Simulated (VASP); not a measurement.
# Co (P6_3/mmc) in VASP: a series of runs

The runs below take Co through single point, with PBE.

Program: VASP 6.6.1. These are calculated values, not measurements. Logs are shortened: lines on timing, memory, paths and dates and some standing lists are left out, and cuts for length are marked.

### 1 The cell of the first run

Symmetry: P6_3/mmc, No. 194, hexagonal system. Conventional cell: a = 2.458 Å, b = 2.458 Å, c = 3.961 Å, α = 90.00°, β = 90.00°, γ = 120.00°. Co (site symmetry -6m2) has 12 Co at 2.44 to 2.46 Å within 3.2 Å.

### 2 Single point, PBE

Contents of INCAR:

```
ALGO = Normal
EDIFF = 1E-6
ENCUT = 520
GGA = PE
ISIF = 2
ISMEAR = 1
LASPH = True
LCHARG = False
LREAL = False
LWAVE = False
NBANDS = 16
NELM = 60
PREC = Accurate
SIGMA = 0.6
```

Contents of KPOINTS:

```
k-points
0
Gamma
  15 15 8
```

Contents of POSCAR:

```
Co
1.0
    2.4583936733      0.0000000000      0.0000000000
   -1.2291968366      2.1290313736      0.0000000000
    0.0000000000      0.0000000000      3.9606917934
Co
2
Direct
    0.3333333333      0.6666666667      0.2500000000
    0.6666666667      0.3333333333      0.7500000000
```

Potentials or basis: VASP PAW PBE potentials, release 64 (Co).

Run with:

```console
> cat potpaw_PBE.64/Co/POTCAR > POTCAR
> mpirun -np 1 vasp_std > vasp.out
```

OUTCAR:

```text
EDIFF = 1E-6
   ENCUT = 520
   GGA = PE
   ISIF = 2
   ISMEAR = 1
   LASPH = True
   LREAL = False
   NELM = 60
   PREC = Accurate

 ion  position               nearest neighbor table
   1  0.333  0.667  0.250-   2 2.44   2 2.44   2 2.44   2 2.44   2 2.44   2 2.44
   2  0.667  0.333  0.750-   1 2.44   1 2.44   1 2.44   1 2.44   1 2.44   1 2.44

  LATTYP: Found a hexagonal cell.
 ALAT       =     2.4583936733
 C/A-ratio  =     1.6110893208

  Lattice vectors:

 A1 = (   2.4583936733,   0.0000000000,   0.0000000000)
 A2 = (  -1.2291968366,   2.1290313736,   0.0000000000)
 A3 = (   0.0000000000,   0.0000000000,   3.9606917934)

Analysis of symmetry for initial positions (statically):
=====================================================================
 Subroutine PRICEL returns:
 Original cell was already a primitive cell.

 Routine SETGRP: Setting up the symmetry group for a
 hexagonal supercell.

 Subroutine GETGRP returns: Found 24 space group operations
 (whereof 12 operations were pure point group operations)
 out of a pool of 24 trial point group operations.

The static configuration has the point symmetry D_3d.
 The point group associated with its full space group is D_6h.

Analysis of symmetry for dynamics (positions and initial velocities):
=====================================================================
 Subroutine PRICEL returns:
 Original cell was already a primitive cell.

 Routine SETGRP: Setting up the symmetry group for a
 hexagonal supercell.

 Subroutine GETGRP returns: Found 24 space group operations
 (whereof 12 operations were pure point group operations)
 out of a pool of 24 trial point group operations.

The dynamic configuration has the point symmetry D_3d.
 The point group associated with its full space group is D_6h.

 Subroutine INISYM returns: Found 24 space group operations
 (whereof 12 operations are pure point group operations),
 and found     1 'primitive' translations

----------------------------------------------------------------------------------------

                                     Primitive cell

  volume of cell :      20.7302

  direct lattice vectors                    reciprocal lattice vectors
     2.458393673  0.000000000  0.000000000     0.406769677  0.234848582  0.000000000
    -1.229196837  2.129031374  0.000000000     0.000000000  0.469697165  0.000000000
     0.000000000  0.000000000  3.960691793     0.000000000  0.000000000  0.252481145

  length of vectors
     2.458393673  2.458393673  3.960691793     0.469697165  0.469697165  0.252481145

  position of ions in fractional coordinates (direct lattice)
     0.333333333  0.666666667  0.250000000
     0.666666667  0.333333333  0.750000000

  ion indices of the primitive-cell ions
   primitive index   ion index
                 1           1
                 2           2

----------------------------------------------------------------------------------------

 KPOINTS: k-points

Automatic generation of k-mesh.
 Grid dimensions read from file:
 generate k-points for:   15   15    8

 Generating k-lattice:

  Cartesian coordinates                     Fractional coordinates (reciprocal lattice)
     0.027117978  0.015656572  0.000000000     0.066666667  0.000000000  0.000000000
     0.000000000  0.031313144  0.000000000     0.000000000  0.066666667  0.000000000
     0.000000000  0.000000000  0.031560143     0.000000000  0.000000000  0.125000000

  Length of vectors
     0.031313144  0.031313144  0.031560143

  Shift w.r.t. Gamma in fractional coordinates (k-lattice)
     0.000000000  0.000000000  0.000000000

 Subroutine IBZKPT returns following result:
 ===========================================

 Found    135 irreducible k-points:

 Following reciprocal coordinates:
            Coordinates               Weight
  0.000000  0.000000  0.000000      1.000000
  0.066667 -0.000000  0.000000      6.000000
  0.133333 -0.000000  0.000000      6.000000
  0.200000 -0.000000  0.000000      6.000000
  0.266667 -0.000000  0.000000      6.000000
  0.333333 -0.000000  0.000000      6.000000
[... 16 lines left out ...]
  0.333333  0.200000  0.000000     12.000000
  0.400000  0.200000  0.000000      6.000000
 [... further k-points ...]
   k-points           NKPTS =    135   k-points in BZ     NKDIM =    135   number of bands    NBANDS=     16
   number of dos      NEDOS =    301   number of ions     NIONS =      2
   total plane-waves  NPLWV =   9720
   dimension x,y,z NGX =    18 NGY =   18 NGZ =   30
   dimension x,y,z NGXF=    36 NGYF=   36 NGZF=   60
   ions per type =               2
   NGX,Y,Z   is equivalent  to a cutoff of  12.17, 12.17, 12.59 a.u.
   NGXF,Y,Z  is equivalent  to a cutoff of  24.34, 24.34, 25.18 a.u.
 SYSTEM =  unknown system
   PREC   = accura    normal or accurate (medium, high low for compatibility)
   ISTART =      0    job   : 0-new  1-cont  2-samecut
   ICHARG =      2    charge: 1-file 2-atom 10-const
   ISPIN  =      1    spin polarized calculation?
   LNONCOLLINEAR =      F non collinear calculations
   LSORBIT =      F    spin-orbit coupling
   LASPH  =      T    aspherical Exc in radial PAW
   ENCUT  =  520.0 eV  38.22 Ry    6.18 a.u.   4.57  4.57  7.36*2*pi/ulx,y,z
   NELM   =     60;   NELMIN=  2; NELMDL= -5     # of ELM steps
   EDIFF  = 0.1E-05   stopping-criterion for ELM
   LREAL  =      F    real-space projection
   EDIFFG = 0.1E-04   stopping-criterion for IOM
   NSW    =      0    number of steps for IOM
   IBRION =     -1    ionic relax: 0-MD 1-quasi-New 2-CG
   NFREE  =      0    steps in history (QN), initial steepest desc. (CG)
   ISIF   =      2    stress and relaxation
   ISYM   =      2    0-nonsym 1-usesym 2-fastsym
   POTIM  = 0.5000    time-step for ionic-motion
   TEBEG  =    0.0;   TEEND  =   0.0 temperature during run
   PSTRESS=    0.0 pullay stress
   NELECT =      18.0000    total number of electrons
   NUPDOWN=      -1.0000    fix difference up-down
   EMIN   =  10.00;   EMAX   =-10.00  energy-range for DOS
   EFERMI =   0.00;   METHOD = LEGACY
   ISMEAR =     1;   SIGMA  =   0.60  broadening in eV -4-tet -1-fermi 0-gaus
   EFERMI_NEDOS =   21; number of points for ismear=-14 and -15
   IALGO  =     38    algorithm
   IMIX   =      4    mixing-type and parameters
     AMIX     =   0.40;   BMIX     =  1.00
     AMIX_MAG =   1.60;   BMIX_MAG =  1.00
  volume/ion in A,a.u.               =      10.37        69.95
  Fermi-wavevector in a.u.,A,eV,Ry     =   1.561819  2.951411 33.188418  2.439280
  Thomas-Fermi vector in A             =   2.664829
   LORBIT       =      0    0 simple, 1 ext, 2 COOP (PROOUT), +10 PAW based schemes
   GGA     = PE    functional components
   LHFCALC =     F    Hartree Fock is set to
   AEXX    =    0.0000 exact exchange contribution
   IVDW    =     0    specifies the selected vdW correction
   LEPSILON=     F    determine dielectric tensor
   LRPA    =     F    only Hartree local field effects (RPA)
 non-spin polarized calculation
 Methfessel and Paxton  Order N= 1 SIGMA  =   0.60
  energy-cutoff  :      520.00
  volume of cell :       20.73
 maximum number of plane-waves:       578
   NGX =  9   NGY =  9   NGZ = 15

 number of electron      17.9999975 magnetization

 Free energy of the ion-electron system (eV)
  ---------------------------------------------------
  ext. energy  EPLUGINS =         0.00000000
  ---------------------------------------------------
  free energy    TOTEN  =       -13.69376808 eV

  energy without entropy =      -13.54246215  energy(sigma->0) =      -13.64333277

 E-fermi :  10.8245     XC(G=0): -13.6920

 val. band max:       10.8239307614   @ k =   0.0000   0.0000   0.0000
 cond. band min:      10.8264190918   @ k =   0.2000  -0.0000   0.3750
 fundamental gap:      0.0024883305
 Fermi energy:        10.8245488911

 k-point     1 :       0.0000    0.0000    0.0000
  band No.  band energies     occupation
      1       1.7301      2.00000
      2       5.9933      2.00000
      3       8.9643      2.00011
      4       8.9828      2.00013
      5       8.9828      2.00013
      6       9.3476      2.00274
[... 8 lines left out ...]
     15      36.3769      0.00000
     16      36.4263      0.00000

 k-point     2 :       0.0667   -0.0000    0.0000
  band No.  band energies     occupation
      1       1.8916      2.00000
      2       6.0968      2.00000
      3       8.7685      2.00001
      4       9.0637      2.00027
      5       9.1501      2.00057
      6       9.3063      2.00202
[... 8 lines left out ...]
     15      34.2522      0.00000
     16      34.6790      0.00000

 k-point     3 :       0.1333   -0.0000    0.0000
  band No.  band energies     occupation
      1       2.3658      2.00000
      2       6.3770      2.00000
      3       8.5144      2.00000
      4       8.9338      2.00008
      5       9.1585      2.00062
      6       9.2976      2.00189
[... 8 lines left out ...]
     15      32.6401      0.00000
     16      33.3069      0.00000

 k-point     4 :       0.2000   -0.0000    0.0000
  band No.  band energies     occupation
      1       3.1178      2.00000
      2       6.7246      2.00000
      3       8.2301      2.00000
      4       8.2587      2.00000
      5       9.0203      2.00018
      6       9.3458      2.00271
[... 8 lines left out ...]
     15      30.7707      0.00000
     16      32.5906      0.00000
[... 324 lines left out ...]
 k-point    22 :       0.2667    0.2000    0.0000
  band No.  band energies     occupation
      1       6.2704      2.00000
      2       7.0858      2.00000
      3       7.2383      2.00000
      4       7.6057      2.00000
      5       8.5895      2.00000
      6       9.1341      2.00050
[... 8 lines left out ...]
     15      22.1931     -0.00000
     16      28.0694      0.00000

 k-point    23 :       0.3333    0.2000    0.0000
  band No.  band energies     occupation
      1       6.7958      2.00000
      2       6.9659      2.00000
      3       7.0777      2.00000
      4       7.8205      2.00000
      5       8.5833      2.00000
      6       8.9454      2.00009
[... 8 lines left out ...]
     15      22.3790     -0.00000
     16      26.0476      0.00000

 k-point    24 :       0.4000    0.2000    0.0000
  band No.  band energies     occupation
      1       6.9261      2.00000
      2       6.9371      2.00000
      3       7.0141      2.00000
      4       7.9548      2.00000
      5       8.6121      2.00000
      6       8.8475      2.00003
[... 8 lines left out ...]
     15      22.8596      0.00000
     16      24.8259      0.00000

 [... further k-points ...]

------------------------ aborting loop because EDIFF is reached ----------------------------------------

  FORCE on cell =-STRESS in cart. coord.  units (eV):
  Direction    XX          YY          ZZ          XY          YZ          ZX
  --------------------------------------------------------------------------------------
  -------------------------------------------------------------------------------------
  Total       -0.0203412     -0.0203412     -0.1207759     -0.0000000      0.0000000      0.0000000
  in kB       -1.5721093     -1.5721093     -9.3343974     -0.0000000      0.0000000      0.0000000
  external PRESSURE =      -4.1595386 kB  Pullay stress =       0.0000000 kB

 VOLUME and BASIS-vectors are now :
 -----------------------------------------------------------------------------
  energy-cutoff  :      520.00
  volume of cell :       20.73
      direct lattice vectors                 reciprocal lattice vectors
     2.458393673  0.000000000  0.000000000     0.406769677  0.234848582  0.000000000
    -1.229196837  2.129031374  0.000000000     0.000000000  0.469697165  0.000000000
     0.000000000  0.000000000  3.960691793     0.000000000  0.000000000  0.252481145

 POSITION                                       TOTAL-FORCE (eV/Angst)
 -----------------------------------------------------------------------------------
     -0.00000      1.41935      0.99017        -0.000000     -0.000000      0.000000
      1.22920      0.70968      2.97052         0.000000      0.000000      0.000000
 -----------------------------------------------------------------------------------
    total drift:                               -0.000000     -0.000000     -0.000000

  FREE ENERGIE OF THE ION-ELECTRON SYSTEM (eV)
  ---------------------------------------------------
  free  energy   TOTEN  =       -13.6937680831 eV

  energy  without entropy=      -13.5424621508  energy(sigma->0) =      -13.64333277
```

Wall time 27 s (1 thread of Intel Xeon Platinum 8259CL at 2.50GHz (Skylake/Cascade Lake), shared host); peak memory 0.15 GiB.

Results:

- Free energy: -13.6938 eV
- Pressure: -0.4 GPa
- Band gap on the k mesh: zero (band 9 reaches 11.23 eV, above the bottom of band 10 at 9.68 eV)

Stress tensor (GPa, compression positive):
```
-0.16  0.00  0.00
 0.00 -0.16  0.00
 0.00  0.00 -0.93
```

Caveat: the run has no spin polarisation, though such a crystal can be magnetic. Spin polarisation is off, so any magnetic state and its effect on volume and gap are missing.

### 3 Single point, PBE

Contents of INCAR:

```
PREC = Accurate ; ENCUT = 520
EDIFF = 1E-6 ; ISMEAR = 1
SIGMA = 1.0 ; LREAL = F
LASPH = T ; NELM = 60
ALGO = Normal ; ISIF = 2
LWAVE = F ; LCHARG = F
GGA = PE ; NBANDS = 16
```

Contents of KPOINTS:

```
regular mesh
0
Gamma
  15 15 8
```

POSCAR is that of step 2.

Potentials or basis: VASP PAW PBE potentials, release 64 (Co).

Run with:

```console
> cat potpaw_PBE.64/Co/POTCAR > POTCAR
> mpirun -np 1 vasp_std > vasp.out
```

OUTCAR:

```text
PREC = Accurate
   ENCUT = 520
   EDIFF = 1E-6
   ISMEAR = 1
   LREAL = F
   LASPH = T
   NELM = 60
   ISIF = 2
   GGA = PE

 ion  position               nearest neighbor table
   1  0.333  0.667  0.250-   2 2.44   2 2.44   2 2.44   2 2.44   2 2.44   2 2.44
   2  0.667  0.333  0.750-   1 2.44   1 2.44   1 2.44   1 2.44   1 2.44   1 2.44

  LATTYP: Found a hexagonal cell.
 ALAT       =     2.4583936733
 C/A-ratio  =     1.6110893208

  Lattice vectors:

 A1 = (   2.4583936733,   0.0000000000,   0.0000000000)
 A2 = (  -1.2291968366,   2.1290313736,   0.0000000000)
 A3 = (   0.0000000000,   0.0000000000,   3.9606917934)

Analysis of symmetry for initial positions (statically):
=====================================================================
 Subroutine PRICEL returns:
 Original cell was already a primitive cell.

 Routine SETGRP: Setting up the symmetry group for a
 hexagonal supercell.

 Subroutine GETGRP returns: Found 24 space group operations
 (whereof 12 operations were pure point group operations)
 out of a pool of 24 trial point group operations.

The static configuration has the point symmetry D_3d.
 The point group associated with its full space group is D_6h.

Analysis of symmetry for dynamics (positions and initial velocities):
=====================================================================
 Subroutine PRICEL returns:
 Original cell was already a primitive cell.

 Routine SETGRP: Setting up the symmetry group for a
 hexagonal supercell.

 Subroutine GETGRP returns: Found 24 space group operations
 (whereof 12 operations were pure point group operations)
 out of a pool of 24 trial point group operations.

[... 107 lines left out ...]
   ISIF   =      2    stress and relaxation
   ISYM   =      2    0-nonsym 1-usesym 2-fastsym
   POTIM  = 0.5000    time-step for ionic-motion
   TEBEG  =    0.0;   TEEND  =   0.0 temperature during run
   PSTRESS=    0.0 pullay stress
   NELECT =      18.0000    total number of electrons
   NUPDOWN=      -1.0000    fix difference up-down
   EMIN   =  10.00;   EMAX   =-10.00  energy-range for DOS
   EFERMI =   0.00;   METHOD = LEGACY
   ISMEAR =     1;   SIGMA  =   1.00  broadening in eV -4-tet -1-fermi 0-gaus
   EFERMI_NEDOS =   21; number of points for ismear=-14 and -15
   IALGO  =     38    algorithm
   IMIX   =      4    mixing-type and parameters
     AMIX     =   0.40;   BMIX     =  1.00
     AMIX_MAG =   1.60;   BMIX_MAG =  1.00
  volume/ion in A,a.u.               =      10.37        69.95
  Fermi-wavevector in a.u.,A,eV,Ry     =   1.561819  2.951411 33.188418  2.439280
  Thomas-Fermi vector in A             =   2.664829
   LORBIT       =      0    0 simple, 1 ext, 2 COOP (PROOUT), +10 PAW based schemes
   GGA     = PE    functional components
   LHFCALC =     F    Hartree Fock is set to
   AEXX    =    0.0000 exact exchange contribution
   IVDW    =     0    specifies the selected vdW correction
   LEPSILON=     F    determine dielectric tensor
   LRPA    =     F    only Hartree local field effects (RPA)
 non-spin polarized calculation
 Methfessel and Paxton  Order N= 1 SIGMA  =   1.00
  energy-cutoff  :      520.00
  volume of cell :       20.73
 maximum number of plane-waves:       578
   NGX =  9   NGY =  9   NGZ = 15

 number of electron      17.9999975 magnetization

 Free energy of the ion-electron system (eV)
  ---------------------------------------------------
  ext. energy  EPLUGINS =         0.00000000
  ---------------------------------------------------
  free energy    TOTEN  =       -13.80382754 eV

  energy without entropy =      -13.52711608  energy(sigma->0) =      -13.71159039

 E-fermi :  10.7852     XC(G=0): -13.6918

 val. band max:       10.7718653418   @ k =   0.3333   0.1333   0.2500
 cond. band min:      10.7870421068   @ k =   0.2667   0.1333   0.0000
 fundamental gap:      0.0151767651
 Fermi energy:        10.7851801669

 k-point     1 :       0.0000    0.0000    0.0000
  band No.  band energies     occupation
      1       1.7303      2.00000
      2       5.9962      2.00000
      3       8.9702      2.02773
      4       8.9845      2.02881
      5       8.9845      2.02881
      6       9.3493      2.06078
[... 433 lines left out ...]
      3       7.0159      2.00000
      4       7.9566      2.00047
      5       8.6167      2.00894
      6       8.8519      2.01972
[... 8 lines left out ...]
     15      22.8597     -0.00000
     16      24.8289     -0.00000

 [... further k-points ...]
[... 5 lines left out ...]
  --------------------------------------------------------------------------------------
  -------------------------------------------------------------------------------------
  Total        0.0349628      0.0349628     -0.1042295      0.0000000     -0.0000000      0.0000000
  in kB        2.7021670      2.7021670     -8.0555768      0.0000000     -0.0000000      0.0000000
  external PRESSURE =      -0.8837476 kB  Pullay stress =       0.0000000 kB

 VOLUME and BASIS-vectors are now :
 -----------------------------------------------------------------------------
  energy-cutoff  :      520.00
  volume of cell :       20.73
      direct lattice vectors                 reciprocal lattice vectors
     2.458393673  0.000000000  0.000000000     0.406769677  0.234848582  0.000000000
    -1.229196837  2.129031374  0.000000000     0.000000000  0.469697165  0.000000000
     0.000000000  0.000000000  3.960691793     0.000000000  0.000000000  0.252481145

 POSITION                                       TOTAL-FORCE (eV/Angst)
 -----------------------------------------------------------------------------------
     -0.00000      1.41935      0.99017        -0.000000      0.000000      0.000000
      1.22920      0.70968      2.97052         0.000000     -0.000000      0.000000
 -----------------------------------------------------------------------------------
    total drift:                               -0.000000     -0.000000     -0.000000

  FREE ENERGIE OF THE ION-ELECTRON SYSTEM (eV)
  ---------------------------------------------------
  free  energy   TOTEN  =       -13.8038275447 eV

  energy  without entropy=      -13.5271160834  energy(sigma->0) =      -13.71159039
```

It took 26 s on 1 thread of Intel Xeon Platinum 8259CL at 2.50GHz (Skylake/Cascade Lake), shared host; peak memory 0.15 GiB.

Results:

```
Free energy            : -13.8038 eV
Pressure               : -0.1 GPa
Band gap on the k mesh : zero (band 9 reaches 11.24 eV, above the bottom of band 10 at 9.69 eV)
```

Stress tensor (GPa, compression positive):
```
 0.27  0.00  0.00
 0.00  0.27  0.00
 0.00  0.00 -0.81
```

Levels at points of the mesh, in eV from the Fermi level:
| k point | band 6 | band 7 | band 8 | band 9 | band 10 | band 11 |
| --- | --- | --- | --- | --- | --- | --- |
| (0.00, 0.00, 0.00) | -1.44 | -1.44 | -1.06 | -1.06 | 0.04 | 0.19 |
| (0.00, 0.00, 0.50) | -1.88 | -1.88 | -1.88 | -0.15 | -0.15 | -0.15 |

Caveat: the run has no spin polarisation, though such a crystal can be magnetic. Spin polarisation is off, so any magnetic state and its effect on volume and gap are missing.
